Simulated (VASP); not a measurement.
## W15C16 (a cell with a defect): single point with PBE

System: W15C16 (a cell with a defect).

```xyz
31
Lattice="-2.9221 5.0612 5.6926 5.8441 0.0000 5.6926 2.9221 5.0612 0.0000" Properties=species:S:1:pos:R:3 pbc="T T T"
W    -0.0561    0.0614   -0.0032
W     1.4191    2.5663    2.8367
W     1.3786    2.5459   -0.0032
W     2.8684    5.0767    2.8367
W     2.9032    0.0090    2.8227
W     2.8892    5.0193    5.6903
W     4.3302    2.5593    3.0085
W     5.8546    5.0531    5.6910
W    -1.5141    2.5594    2.6773
W     0.0156    5.0501    5.6901
W    -0.0190    5.0703    2.8658
W     1.4200    7.6134    5.6903
W     1.4792    2.5770    5.6903
W     2.8683    5.0769    8.5433
W     4.3409    7.6275    8.5433
C     1.5038    0.8169    1.3975
C     2.8839    3.3943    4.2238
C     2.9534    3.3542    1.4221
C     4.4361    5.8722    4.3073
C     4.3758    0.7565    4.2360
C     5.9120    3.4201    7.1444
C     5.9143    3.4210    4.2360
C     7.2974    5.8202    7.1444
C    -0.0031    3.3112    4.2672
C     1.5128    5.9391    7.1130
C     1.5122    5.9360    4.2672
C     2.9166    8.3703    7.1130
C     2.8835    3.3945    7.1565
C     4.4272    5.8774    9.9824
C     4.4325    5.8743    7.0731
C     5.8763    8.4150    9.9587
```

```json
{
  "Program": "VASP 6.6.1",
  "Task": "single point",
  "Functional": "PBE",
  "Potentials or basis": "VASP PAW PBE potentials, release 64 (W_sv, C)",
  "Cutoff": "520 eV",
  "k mesh": "2 × 2 × 3",
  "Occupations": "methfessel-paxton, width 0.1 eV",
  "Spin": "no spin polarisation",
  "Dipole correction": "no",
  "Further INCAR settings": "LREAL = Auto; ALGO = Normal; EDIFF = 1e-06; NBANDS = 158"
}
```

```json
{
 "Pressure": "-1.4 GPa",
 "Largest force": "2.220 eV/Å",
 "Band gap on the k mesh": "zero (bands 137 and 138 overlap by 0.28 eV)"
}
```

Forces on the atoms (eV/Å):
```
W    0.932 -1.168  0.093
W    0.948 -0.936  0.035
W    1.473 -0.231 -0.053
W    1.463 -0.360  0.122
W    0.399 -0.324  0.957
W    1.082  0.591 -0.012
W    1.214 -0.692 -1.681
W    1.537 -0.886 -0.007
W    1.204 -0.712  1.724
W   -0.214  0.125  0.010
W    0.476 -0.185 -0.992
W    0.902 -0.516 -0.016
W    0.031 -1.232 -0.002
W    1.287 -0.356 -0.034
W    1.049 -1.081 -0.124
C   -1.125  0.648 -0.149
C   -1.256  0.739  0.187
C   -0.897  0.537  0.135
C   -1.165  0.651 -0.111
C   -0.604  0.139 -0.227
C   -0.388  0.476  0.215
C   -0.428  0.511 -0.131
C   -0.651  0.078  0.119
C   -0.384  0.938 -0.076
C   -1.022 -0.187  0.079
C   -1.060 -0.129 -0.091
C   -0.387  1.018  0.092
C   -1.275  0.716 -0.196
C   -1.145  0.664  0.150
C   -1.080  0.650  0.124
C   -0.915  0.516 -0.142
```

Stress tensor (GPa, compression positive):
```
 1.78 -1.32 -0.01
-1.32  0.25  0.01
-0.01  0.01 -6.15
```

Levels at points of the mesh, in eV from the Fermi level:
```csv
k point,band 133,band 134,band 135,band 136,band 137,band 138,band 139,band 140
"(0.00, 0.00, 0.00)",-0.32,-0.23,-0.03,-0.02,0.21,0.41,0.78,0.82
"(0.50, 0.00, 0.00)",-0.80,-0.65,-0.44,-0.40,0.01,0.29,0.36,0.60
"(0.00, 0.50, 0.00)",-0.80,-0.65,-0.44,-0.40,0.01,0.29,0.36,0.60
"(0.50, 0.50, 0.00)",-0.57,-0.44,-0.10,0.02,0.03,0.60,0.64,0.97
```

Wall time 15 min on 1 thread of Intel(R) Xeon(R) Platinum 8375C CPU @ 2.90GHz (Ice Lake), with other jobs on the host, peak memory 0.63 GiB.

Caveat: the k points lie up to 0.42 Å⁻¹ apart; spin-orbit coupling is left out, which moves the levels of the heavy elements.
